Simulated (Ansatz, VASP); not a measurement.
# SnSe: VASP beside Ansatz

```
Sn Se
1.0
     0.00000    2.97275    2.97275
     3.23287    0.00000    2.97275
     3.23287    2.97275    0.00000
Sn Se
1 1
Direct
  0.00000 0.00000 0.00000
  0.50000 0.50000 0.50000
```

Change from the starting cell: strain +0.0875 x Voigt [1, 0, 0, 0, 0, 0], atoms carried along.

Alike in both runs: task single point; functional PBEsol; k mesh 8 × 8 × 8; occupations gaussian, width 0.05 eV; no spin polarisation.

```csv
,VASP,Ansatz
version,VASP 6.6.1,Ansatz 0.2.0
potentials or method,"VASP PAW PBE potentials, release 64 (Sn_d, Se), cutoff 520 eV","scalar-relativistic, plane waves, PAW"
valence electrons in the cell,20,30
```

|  | VASP | Ansatz | Ansatz less VASP |
| --- | --- | --- | --- |
| gap on the k mesh at the Fermi level (eV) | 0.49 | 0.49 | -0.001 |
| least direct gap on the mesh (eV) | 0.59 | 0.59 | 0.000 |
| pressure (GPa) | -3.1 | -3.1 | -0.01 |
| traceless stress, the component that is largest in VASP (GPa) | -4.30 | -4.27 | +0.028 |

VASP's potentials were made for PBE, not for PBEsol. The functional is the same, so the differences come from potentials, cutoffs and numerics. VASP's potentials hold 20 valence electrons a cell and Ansatz's 30, so a difference there can come from the potentials and not from the codes.
